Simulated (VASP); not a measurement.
# SiC (P6_3mc) in VASP: notebook, part 2 of 2

VASP 6.6.1. Earlier steps stand in the parts before.

**3. Single point, PBE**

The input, INCAR:

```
SYSTEM = SiC
  PREC = Accurate
  ENCUT = 520
  EDIFF = 1E-6
  ISMEAR = 0
  SIGMA = 0.02
  LREAL = .False.
  LASPH = .True.
  NELM = 80
  ALGO = Normal
  ISIF = 2
  LWAVE = .False.
  LCHARG = .True.
  GGA = PE
  LELF = .True.
  LVHAR = .True.
  NBANDS = 36
```

The input, KPOINTS:

```
Automatic mesh
0
Gamma
  12 12 2
  0 0 0
```

The input, POSCAR:

```
SiC
1.0
    3.0948930243      0.0000000029      0.0000000000
   -1.5474465147      2.6802559796      0.0000000000
    0.0000000000      0.0000000000     15.1860740929
Si C
6 6
Direct
    0.3333333333      0.6666666667      0.8329931010
    0.6666666667      0.3333333333      0.3329931010
    0.6666666667      0.3333333333      0.6665012662
    0.3333333333      0.6666666667      0.1665012662
    0.0000000000      0.0000000000      0.4997232164
    0.0000000000      0.0000000000      0.9997232164
    0.0000000000      0.0000000000      0.8743715261
    0.0000000000      0.0000000000      0.3743715261
    0.3333333333      0.6666666667      0.7079986256
    0.6666666667      0.3333333333      0.2079986256
    0.6666666667      0.3333333333      0.5415132646
    0.3333333333      0.6666666667      0.0415132646
```

Potentials or basis: VASP PAW PBE potentials, release 64 (Si, C).

Started as:

```
cat potpaw_PBE.64/Si/POTCAR potpaw_PBE.64/C/POTCAR > POTCAR
mpirun -np 1 vasp_std > vasp.out
```

OUTCAR:

```text
SYSTEM = SiC
   PREC = Accurate
   ENCUT = 520
   EDIFF = 1E-6
   ISMEAR = 0
   LREAL = .False.
   LASPH = .True.
   NELM = 80
   ISIF = 2
   GGA = PE

 ion  position               nearest neighbor table
   1  0.333  0.667  0.833-   7 1.89   7 1.89   7 1.89   9 1.90   3 3.10   3 3.10   3 3.10   6 3.10
                             6 3.10   6 3.10
   2  0.667  0.333  0.333-   8 1.89   8 1.89   8 1.89  10 1.90   4 3.10   4 3.10   4 3.10   5 3.10
                             5 3.10   5 3.10
   3  0.667  0.333  0.667-   9 1.89   9 1.89   9 1.89  11 1.90   1 3.10   1 3.10   1 3.10   5 3.10
                             5 3.10   5 3.10
   4  0.333  0.667  0.167-  10 1.89  10 1.89  10 1.89  12 1.90   2 3.10   2 3.10   2 3.10   6 3.10
                             6 3.10   6 3.10
   5  0.000  0.000  0.500-  11 1.90  11 1.90  11 1.90   8 1.90   2 3.10   2 3.10   2 3.10   3 3.10
                             3 3.10   3 3.10
   6  0.000  0.000  1.000-  12 1.90  12 1.90  12 1.90   7 1.90   1 3.10   1 3.10   1 3.10   4 3.10
                             4 3.10   4 3.10
   7  0.000  0.000  0.874-   1 1.89   1 1.89   1 1.89   6 1.90
   8  0.000  0.000  0.374-   2 1.89   2 1.89   2 1.89   5 1.90
   9  0.333  0.667  0.708-   3 1.89   3 1.89   3 1.89   1 1.90
  10  0.667  0.333  0.208-   4 1.89   4 1.89   4 1.89   2 1.90
  11  0.667  0.333  0.542-   5 1.90   5 1.90   5 1.90   3 1.90
  12  0.333  0.667  0.042-   6 1.90   6 1.90   6 1.90   4 1.90

  LATTYP: Found a hexagonal cell.
 ALAT       =     3.0948930243
 C/A-ratio  =     4.9068171254

  Lattice vectors:

 A1 = (   3.0948930243,   0.0000000029,   0.0000000000)
 A2 = (  -1.5474465147,   2.6802559796,   0.0000000000)
 A3 = (   0.0000000000,   0.0000000000,  15.1860740929)

Analysis of symmetry for initial positions (statically):
=====================================================================
 Subroutine PRICEL returns:
 Original cell was already a primitive cell.

 Routine SETGRP: Setting up the symmetry group for a
 hexagonal supercell.

 Subroutine GETGRP returns: Found 12 space group operations
 (whereof  6 operations were pure point group operations)
 out of a pool of 24 trial point group operations.

The static configuration has the point symmetry C_3v.
 The point group associated with its full space group is C_6v.

Analysis of symmetry for dynamics (positions and initial velocities):
=====================================================================
 Subroutine PRICEL returns:
 Original cell was already a primitive cell.

 Routine SETGRP: Setting up the symmetry group for a
 hexagonal supercell.

 Subroutine GETGRP returns: Found 12 space group operations
 (whereof  6 operations were pure point group operations)
 out of a pool of 24 trial point group operations.

The dynamic configuration has the point symmetry C_3v.
 The point group associated with its full space group is C_6v.

 Subroutine INISYM returns: Found 12 space group operations
 (whereof  6 operations are pure point group operations),
 and found     1 'primitive' translations

----------------------------------------------------------------------------------------

                                     Primitive cell

[... 93 lines left out ...]
   number of dos      NEDOS =    301   number of ions     NIONS =     12
   total plane-waves  NPLWV =  69120
   dimension x,y,z NGX =    24 NGY =   24 NGZ =  120
   dimension x,y,z NGXF=    48 NGYF=   48 NGZF=  240
   ions per type =               6   6
   NGX,Y,Z   is equivalent  to a cutoff of  12.89, 12.89, 13.14 a.u.
   NGXF,Y,Z  is equivalent  to a cutoff of  25.78, 25.78, 26.27 a.u.
 SYSTEM =  SiC
   PREC   = accura    normal or accurate (medium, high low for compatibility)
   ISTART =      0    job   : 0-new  1-cont  2-samecut
   ICHARG =      2    charge: 1-file 2-atom 10-const
   ISPIN  =      1    spin polarized calculation?
   LNONCOLLINEAR =      F non collinear calculations
   LSORBIT =      F    spin-orbit coupling
   LASPH  =      T    aspherical Exc in radial PAW
   ENCUT  =  520.0 eV  38.22 Ry    6.18 a.u.   5.75  5.75 28.24*2*pi/ulx,y,z
   NELM   =     80;   NELMIN=  2; NELMDL= -5     # of ELM steps
   EDIFF  = 0.1E-05   stopping-criterion for ELM
   LREAL  =      F    real-space projection
   EDIFFG = 0.1E-04   stopping-criterion for IOM
   NSW    =      0    number of steps for IOM
   IBRION =     -1    ionic relax: 0-MD 1-quasi-New 2-CG
   NFREE  =      0    steps in history (QN), initial steepest desc. (CG)
   ISIF   =      2    stress and relaxation
   ISYM   =      2    0-nonsym 1-usesym 2-fastsym
   POTIM  = 0.5000    time-step for ionic-motion
   TEBEG  =    0.0;   TEEND  =   0.0 temperature during run
   PSTRESS=    0.0 pullay stress
   NELECT =      48.0000    total number of electrons
   NUPDOWN=      -1.0000    fix difference up-down
   EMIN   =  10.00;   EMAX   =-10.00  energy-range for DOS
   EFERMI =   0.00;   METHOD = LEGACY
   ISMEAR =     0;   SIGMA  =   0.02  broadening in eV -4-tet -1-fermi 0-gaus
   EFERMI_NEDOS =   21; number of points for ismear=-14 and -15
   IALGO  =     38    algorithm
   IMIX   =      4    mixing-type and parameters
     AMIX     =   0.40;   BMIX     =  1.00
     AMIX_MAG =   1.60;   BMIX_MAG =  1.00
  volume/ion in A,a.u.               =      10.50        70.84
  Fermi-wavevector in a.u.,A,eV,Ry     =   1.186860  2.242840 19.165660  1.408636
  Thomas-Fermi vector in A             =   2.323024
   LORBIT       =      0    0 simple, 1 ext, 2 COOP (PROOUT), +10 PAW based schemes
   GGA     = PE    functional components
   LHFCALC =     F    Hartree Fock is set to
   AEXX    =    0.0000 exact exchange contribution
   IVDW    =     0    specifies the selected vdW correction
   LEPSILON=     F    determine dielectric tensor
   LRPA    =     F    only Hartree local field effects (RPA)
 non-spin polarized calculation
 Gauss-broadening in eV      SIGMA  =   0.02
  energy-cutoff  :      520.00
  volume of cell :      125.97
 maximum number of plane-waves:      3444
 NGX is ok and might be reduce to    24
   NGX = 11   NGY = 11   NGZ = 57

 number of electron      48.0000002 magnetization

 Free energy of the ion-electron system (eV)
  ---------------------------------------------------
  ext. energy  EPLUGINS =         0.00000000
  ---------------------------------------------------
  free energy    TOTEN  =       -90.37375984 eV

  energy without entropy =      -90.37375984  energy(sigma->0) =      -90.37375984

 E-fermi :   8.1459     XC(G=0): -11.2911

 val. band max:        7.9898176873   @ k =   0.0000   0.0000   0.0000
 cond. band min:      10.0190493681   @ k =   0.5000   0.0000   0.0000
 fundamental gap:      2.0292316808
 Fermi energy:         8.1459438673

 k-point     1 :       0.0000    0.0000    0.0000
  band No.  band energies     occupation
      1      -7.3520      2.00000
      2      -6.8365      2.00000
      3      -6.8015      2.00000
      4      -5.3264      2.00000
      5      -5.2980      2.00000
      6      -3.8397      2.00000
[... 925 lines left out ...]
     35      15.8204      0.00000
     36      15.8204      0.00000

 [... further k-points ...]

------------------------ aborting loop because EDIFF is reached ----------------------------------------

  FORCE on cell =-STRESS in cart. coord.  units (eV):
  Direction    XX          YY          ZZ          XY          YZ          ZX
  --------------------------------------------------------------------------------------
  -------------------------------------------------------------------------------------
  Total       -0.0223270     -0.0223270     -0.0203093      0.0000000      0.0000000      0.0000000
  in kB       -0.2839710     -0.2839710     -0.2583077      0.0000000      0.0000000      0.0000000
  external PRESSURE =      -0.2754165 kB  Pullay stress =       0.0000000 kB

 VOLUME and BASIS-vectors are now :
 -----------------------------------------------------------------------------
  energy-cutoff  :      520.00
  volume of cell :      125.97
      direct lattice vectors                 reciprocal lattice vectors
     3.094893024  0.000000003  0.000000000     0.323112945  0.186549346  0.000000000
    -1.547446515  2.680255980  0.000000000    -0.000000000  0.373098692  0.000000000
     0.000000000  0.000000000 15.186074093     0.000000000  0.000000000  0.065849804

 POSITION                                       TOTAL-FORCE (eV/Angst)
 -----------------------------------------------------------------------------------
     -0.00000      1.78684     12.64989        -0.000000     -0.000000     -0.001083
      1.54745      0.89342      5.05686         0.000000      0.000000     -0.001083
      1.54745      0.89342     10.12154         0.000000     -0.000000     -0.000594
     -0.00000      1.78684      2.52850        -0.000000      0.000000     -0.000594
      0.00000      0.00000      7.58883         0.000000      0.000000      0.001371
      0.00000      0.00000     15.18187         0.000000     -0.000000      0.001371
      0.00000      0.00000     13.27827         0.000000     -0.000000     -0.000220
      0.00000      0.00000      5.68523         0.000000     -0.000000     -0.000220
     -0.00000      1.78684     10.75172        -0.000000     -0.000000      0.000182
      1.54745      0.89342      3.15868        -0.000000      0.000000      0.000182
      1.54745      0.89342      8.22346        -0.000000      0.000000      0.000345
     -0.00000      1.78684      0.63042         0.000000     -0.000000      0.000345
 -----------------------------------------------------------------------------------
    total drift:                                0.000000      0.000000     -0.000679

  FREE ENERGIE OF THE ION-ELECTRON SYSTEM (eV)
  ---------------------------------------------------
  free  energy   TOTEN  =       -90.3737598352 eV

  energy  without entropy=      -90.3737598352  energy(sigma->0) =      -90.37375984
```

It took 1.7 min on 1 thread of Intel Xeon Platinum 8488C (Sapphire Rapids), shared host; peak memory 0.31 GiB.

What came out:

```
Free energy            : -90.3738 eV
Pressure               : 0.0 GPa
Band gap on the k mesh : 2.03 eV (least direct gap 3.12 eV)
```

A k mesh can miss the band edges.
